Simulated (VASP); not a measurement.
# V (I4_1/amd) in VASP: relaxation of cell and atoms with PBEsol

Aim: the relaxation of cell and atoms of V with PBEsol.

All numbers are computed with VASP 6.6.1; they aren't measurements. Logs are shortened: lines on timing, memory, paths and dates and some standing lists are left out, and cuts for length are marked.

### 1 The cell of the first run

The structure is tetragonal, space group I4_1/amd (No. 141). Conventional cell: a = 4.208 Å, b = 4.208 Å, c = 2.315 Å, α = 90.00°, β = 90.00°, γ = 90.00°. V (site symmetry -4m2) has 10 V at 2.18 to 2.73 Å within 2.9 Å.

### 2 Relaxation of cell and atoms, PBEsol, target pressure 78 GPa, at which the enthalpy is minimised

The input, INCAR:

```
PREC = Accurate
ENCUT = 600
EDIFF = 1E-6
ISMEAR = -1
SIGMA = 0.05
LREAL = F
LASPH = T
NELM = 60
ALGO = Normal
ISIF = 3
LWAVE = F
LCHARG = F
GGA = PS
IBRION = 2
NSW = 60
EDIFFG = -0.005
PSTRESS = 780.0
```

The input, KPOINTS:

```
regular mesh
0
Gamma
  19 19 19
```

The input, POSCAR:

```
V
1.0
   -2.1041267120      2.1041267120      1.1572696916
    2.1041267120     -2.1041267120      1.1572696916
    2.1041267120      2.1041267120     -1.1572696916
V
2
Direct
   -0.3750000000     -0.1250000000     -0.2500000000
    0.3750000000      0.1250000000      0.2500000000
```

Potentials or basis: VASP PAW PBE potentials, release 64 (V_sv).

The run is started by

```console
$ cat potpaw_PBE.64/V_sv/POTCAR > POTCAR
$ mpirun -np 1 vasp_std > vasp.out
```

OUTCAR:

```text
PREC = Accurate
   ENCUT = 600
   EDIFF = 1E-6
   ISMEAR = -1
   LREAL = F
   LASPH = T
   NELM = 60
   ISIF = 3
   GGA = PS
   IBRION = 2
   NSW = 60
   EDIFFG = -0.005
   PSTRESS = 780.0

 ion  position               nearest neighbor table
   1  0.625  0.875  0.750-   2 2.18   2 2.18   2 2.18   2 2.18   2 2.73   2 2.73   2 2.73   2 2.73

   2  0.375  0.125  0.250-   1 2.18   1 2.18   1 2.18   1 2.18   1 2.73   1 2.73   1 2.73   1 2.73

  LATTYP: Found a body centered tetragonal cell.
 ALAT       =     4.2082534240
 C/A-ratio  =     0.5500000000

  Lattice vectors:

 A1 = (  -2.1041267120,   2.1041267120,   1.1572696916)
 A2 = (   2.1041267120,  -2.1041267120,   1.1572696916)
 A3 = (   2.1041267120,   2.1041267120,  -1.1572696916)

Analysis of symmetry for initial positions (statically):
=====================================================================
 Subroutine PRICEL returns:
 Original cell was already a primitive cell.

 Routine SETGRP: Setting up the symmetry group for a
 body centered tetragonal supercell.

 Subroutine GETGRP returns: Found 16 space group operations
 (whereof  4 operations were pure point group operations)
 out of a pool of 16 trial point group operations.

The static configuration has the point symmetry C_2h.
 The point group associated with its full space group is D_4h.

Analysis of symmetry for dynamics (positions and initial velocities):
=====================================================================
 Subroutine PRICEL returns:
 Original cell was already a primitive cell.

 Routine SETGRP: Setting up the symmetry group for a
 body centered tetragonal supercell.

 Subroutine GETGRP returns: Found 16 space group operations
 (whereof  4 operations were pure point group operations)
 out of a pool of 16 trial point group operations.

The dynamic configuration has the point symmetry C_2h.
 The point group associated with its full space group is D_4h.

 Subroutine INISYM returns: Found 16 space group operations
 (whereof  4 operations are pure point group operations),
 and found     1 'primitive' translations

----------------------------------------------------------------------------------------

                                     Primitive cell

  volume of cell :      20.4945

  direct lattice vectors                    reciprocal lattice vectors
    -2.104126712  2.104126712  1.157269692     0.000000000  0.237628275  0.432051408
     2.104126712 -2.104126712  1.157269692     0.237628275  0.000000000  0.432051408
     2.104126712  2.104126712 -1.157269692     0.237628275  0.237628275  0.000000000

  length of vectors
     3.192799959  3.192799959  3.192799959     0.493087838  0.493087838  0.336057129

  position of ions in fractional coordinates (direct lattice)
     0.625000000  0.875000000  0.750000000
     0.375000000  0.125000000  0.250000000

  ion indices of the primitive-cell ions
   primitive index   ion index
                 1           1
                 2           2

----------------------------------------------------------------------------------------

 KPOINTS: regular mesh

Automatic generation of k-mesh.
 Grid dimensions read from file:
 generate k-points for:   19   19   19

 Generating k-lattice:

  Cartesian coordinates                     Fractional coordinates (reciprocal lattice)
     0.000000000  0.012506751  0.022739548     0.052631579 -0.000000000  0.000000000
     0.012506751  0.000000000  0.022739548    -0.000000000  0.052631579  0.000000000
     0.012506751  0.012506751  0.000000000     0.000000000  0.000000000  0.052631579

  Length of vectors
     0.025951991  0.025951991  0.017687217

  Shift w.r.t. Gamma in fractional coordinates (k-lattice)
     0.000000000  0.000000000  0.000000000

 Subroutine IBZKPT returns following result:
 ===========================================

 Found    550 irreducible k-points:

 Following reciprocal coordinates:
            Coordinates               Weight
  0.000000  0.000000  0.000000      1.000000
  0.052632  0.000000  0.000000      8.000000
  0.105263  0.000000  0.000000      8.000000
  0.157895  0.000000  0.000000      8.000000
  0.210526  0.000000 -0.000000      8.000000
  0.263158  0.000000 -0.000000      8.000000
[... 16 lines left out ...]
 -0.315789  0.052632  0.000000     16.000000
 -0.263158  0.052632  0.000000     16.000000
 [... further k-points ...]
   k-points           NKPTS =    550   k-points in BZ     NKDIM =    550   number of bands    NBANDS=     17
   number of dos      NEDOS =    301   number of ions     NIONS =      2
   total plane-waves  NPLWV =  21952
   dimension x,y,z NGX =    28 NGY =   28 NGZ =   28
   dimension x,y,z NGXF=    56 NGYF=   56 NGZF=   56
   ions per type =               2
   NGX,Y,Z   is equivalent  to a cutoff of  14.58, 14.58, 14.58 a.u.
   NGXF,Y,Z  is equivalent  to a cutoff of  29.16, 29.16, 29.16 a.u.
 SYSTEM =  unknown system
   PREC   = accura    normal or accurate (medium, high low for compatibility)
   ISTART =      0    job   : 0-new  1-cont  2-samecut
   ICHARG =      2    charge: 1-file 2-atom 10-const
   ISPIN  =      1    spin polarized calculation?
   LNONCOLLINEAR =      F non collinear calculations
   LSORBIT =      F    spin-orbit coupling
   LASPH  =      T    aspherical Exc in radial PAW
   ENCUT  =  600.0 eV  44.10 Ry    6.64 a.u.   6.38  6.38  6.38*2*pi/ulx,y,z
   NELM   =     60;   NELMIN=  2; NELMDL= -5     # of ELM steps
   EDIFF  = 0.1E-05   stopping-criterion for ELM
   LREAL  =      F    real-space projection
   EDIFFG = -.5E-02   stopping-criterion for IOM
   NSW    =     60    number of steps for IOM
   IBRION =      2    ionic relax: 0-MD 1-quasi-New 2-CG
   NFREE  =      1    steps in history (QN), initial steepest desc. (CG)
   ISIF   =      3    stress and relaxation
   ISYM   =      2    0-nonsym 1-usesym 2-fastsym
   POTIM  = 0.5000    time-step for ionic-motion
   TEBEG  =    0.0;   TEEND  =   0.0 temperature during run
   PSTRESS=  780.0 pullay stress
   NELECT =      26.0000    total number of electrons
   NUPDOWN=      -1.0000    fix difference up-down
   EMIN   =  10.00;   EMAX   =-10.00  energy-range for DOS
   EFERMI =   0.00;   METHOD = LEGACY
   ISMEAR =    -1;   SIGMA  =   0.05  broadening in eV -4-tet -1-fermi 0-gaus
   EFERMI_NEDOS =   21; number of points for ismear=-14 and -15
   IALGO  =     38    algorithm
   IMIX   =      4    mixing-type and parameters
     AMIX     =   0.40;   BMIX     =  1.00
     AMIX_MAG =   1.60;   BMIX_MAG =  1.00
  volume/ion in A,a.u.               =      10.25        69.15
  Fermi-wavevector in a.u.,A,eV,Ry     =   1.772229  3.349027 42.733117  3.140796
  Thomas-Fermi vector in A             =   2.838663
   LORBIT       =      0    0 simple, 1 ext, 2 COOP (PROOUT), +10 PAW based schemes
   GGA     = PS    functional components
   LHFCALC =     F    Hartree Fock is set to
   AEXX    =    0.0000 exact exchange contribution
   IVDW    =     0    specifies the selected vdW correction
   LEPSILON=     F    determine dielectric tensor
   LRPA    =     F    only Hartree local field effects (RPA)
 conjugate gradient relaxation of ions
 non-spin polarized calculation
  energy-cutoff  :      600.00
  volume of cell :       20.49
 maximum number of plane-waves:       705
 NGX is ok and might be reduce to    28
   NGX = 13   NGY = 13   NGZ = 13

--------------------------------------- Ionic step        1  -------------------------------------------

 number of electron      25.9999995 magnetization

 Free energy of the ion-electron system (eV)
  ---------------------------------------------------
  ext. energy  EPLUGINS =         0.00000000
  ---------------------------------------------------
  free energy    TOTEN  =       -17.04774089 eV

  energy without entropy =      -17.03272540  energy(sigma->0) =      -17.04023314

------------------------ aborting loop because EDIFF is reached ----------------------------------------

  FORCE on cell =-STRESS in cart. coord.  units (eV):
  Direction    XX          YY          ZZ          XY          YZ          ZX
  --------------------------------------------------------------------------------------
  -------------------------------------------------------------------------------------
  Total        9.5055538      9.5055538     10.9219018      0.0000000      0.0000000      0.0000000
  in kB      743.1040986    743.1040986    853.8282118      0.0000000      0.0000000      0.0000000
  external PRESSURE =       0.0121363 kB  Pullay stress =     780.0000000 kB
[... 93 lines left out ...]
  FREE ENERGIE OF THE ION-ELECTRON SYSTEM (eV)
  ---------------------------------------------------
  free  energy   TOTEN  =       -17.0612868393 eV

  energy  without entropy=      -17.0476609876  energy(sigma->0) =      -17.05447391

  enthalpy is  TOTEN    =        -7.0882682758 eV   P V=        9.9730185635

[... ionic steps 4 to 11 ...]

--------------------------------------- Ionic step       12  -------------------------------------------

 number of electron      26.0000000 magnetization

------------------------ aborting loop because EDIFF is reached ----------------------------------------

  FORCE on cell =-STRESS in cart. coord.  units (eV):
  Direction    XX          YY          ZZ          XY          YZ          ZX
  --------------------------------------------------------------------------------------
  -------------------------------------------------------------------------------------
  Total        9.9627764      9.9627764      9.9909790      0.0000000     -0.0000000      0.0000000
  in kB      780.3787652    780.3787652    782.5878578      0.0000000     -0.0000000      0.0000000
  external PRESSURE =       1.1151294 kB  Pullay stress =     780.0000000 kB
[... 61 lines left out ...]
  enthalpy is  TOTEN    =        -7.0883114547 eV   P V=        9.9585173848

--------------------------------------- Ionic step       14  -------------------------------------------

 number of electron      26.0000000 magnetization

 Free energy of the ion-electron system (eV)
  ---------------------------------------------------
  ext. energy  EPLUGINS =         0.00000000
  ---------------------------------------------------
  free energy    TOTEN  =       -17.04673431 eV

  energy without entropy =      -17.03315510  energy(sigma->0) =      -17.03994471

 E-fermi :  13.9726     XC(G=0): -14.5719

 val. band max:       13.9664090280   @ k =   0.4211   0.3684   0.1053
 cond. band min:      13.9734212767   @ k =  -0.2105   0.0526   0.0000
 fundamental gap:      0.0070122487
 Fermi energy:        13.9726098722

 k-point     1 :       0.0000    0.0000    0.0000
  band No.  band energies     occupation
      1     -50.1133      2.00000
      2     -48.8820      2.00000
      3     -24.6641      2.00000
      4     -24.6641      2.00000
      5     -22.7492      2.00000
      6     -22.7144      2.00000
[... 9 lines left out ...]
     16      16.1237      0.00000
     17      16.1237      0.00000
[... 443 lines left out ...]
      1     -49.8800      2.00000
      2     -48.9399      2.00000
      3     -24.6405      2.00000
      4     -24.2845      2.00000
      5     -23.4361      2.00000
      6     -23.1980      2.00000
[... 9 lines left out ...]
     16      16.0955      0.00000
     17      16.4360      0.00000

 [... further k-points ...]
[... 5 lines left out ...]
  --------------------------------------------------------------------------------------
  -------------------------------------------------------------------------------------
  Total        9.9632447      9.9632447      9.9680048      0.0000000      0.0000000     -0.0000000
  in kB      780.3781748    780.3781748    780.7510190      0.0000000      0.0000000     -0.0000000
  external PRESSURE =       0.5024562 kB  Pullay stress =     780.0000000 kB
[... 17 lines left out ...]
  FREE ENERGIE OF THE ION-ELECTRON SYSTEM (eV)
  ---------------------------------------------------
  free  energy   TOTEN  =       -17.0467343127 eV

  energy  without entropy=      -17.0331551018  energy(sigma->0) =      -17.03994471

  enthalpy is  TOTEN    =        -7.0883178951 eV   P V=        9.9584164175

 reached required accuracy - stopping structural energy minimisation
```

Run time: 16 min. Hardware: 1 thread of Intel Xeon Platinum 8488C (Sapphire Rapids), shared host; peak memory 0.34 GiB.

Results:

```yaml
Free_energy: -17.0467 eV
Relaxed_volume: 10.23 Å³/atom
Relaxed_cell: a = 3.167 Å, b = 3.167 Å, c = 3.167 Å, α = 98.05°, β = 98.05°, γ = 136.04°
Space_group_after_relaxing_to_0.05_Å: I4_1/amd (No. 141)
Energy_change_on_relaxing_the_enthalpy_is_what_falls: +0.5 meV/atom
Ionic_steps: 14
Pressure_after_relaxing: 78.1 GPa
Band_gap_on_the_k_mesh: zero (band 13 reaches 14.57 eV, above the bottom of band 14 at 13.43 eV)
```

The path:
| step | energy change (eV) | largest force (eV/Å) | pressure (GPa) | volume (Å³) |
| --- | --- | --- | --- | --- |
| 1 | 0.0000 | 0.0000 | 78.00 | 20.49 |
| 2 | -0.0142 | 0.0000 | 77.42 | 20.49 |
| 3 | -0.0135 | 0.0000 | 77.41 | 20.49 |
| 4 | -0.0137 | 0.0000 | 77.40 | 20.49 |
| 5 | 0.0425 | 0.0000 | 79.82 | 20.37 |
| 6 | -0.0004 | 0.0000 | 78.01 | 20.46 |
| 7 | -0.0001 | 0.0000 | 77.99 | 20.46 |
| 8 | 0.0211 | 0.0000 | 79.04 | 20.41 |
| 9 | 0.0004 | 0.0000 | 77.92 | 20.46 |
| 10 | 0.0107 | 0.0000 | 78.53 | 20.44 |
| 11 | 0.0019 | 0.0000 | 78.05 | 20.45 |
| 12 | 0.0015 | 0.0000 | 78.11 | 20.45 |
| 13 | 0.0009 | 0.0000 | 78.04 | 20.46 |
| 14 | 0.0010 | 0.0000 | 78.05 | 20.46 |

Final structure:
```xyz
2
Lattice="-2.0769 2.0769 1.1856 2.0769 -2.0769 1.1856 2.0769 2.0769 -1.1856" Properties=species:S:1:pos:R:3 pbc="T T T"
V     2.0769    1.0384    0.8892
V     0.0000    1.0384    0.2964
```

Caveat: the cell is relaxed towards a set pressure, so the enthalpy falls and the energy may rise; the PAW data sets were made with another functional, which shifts forces and pressure a little.
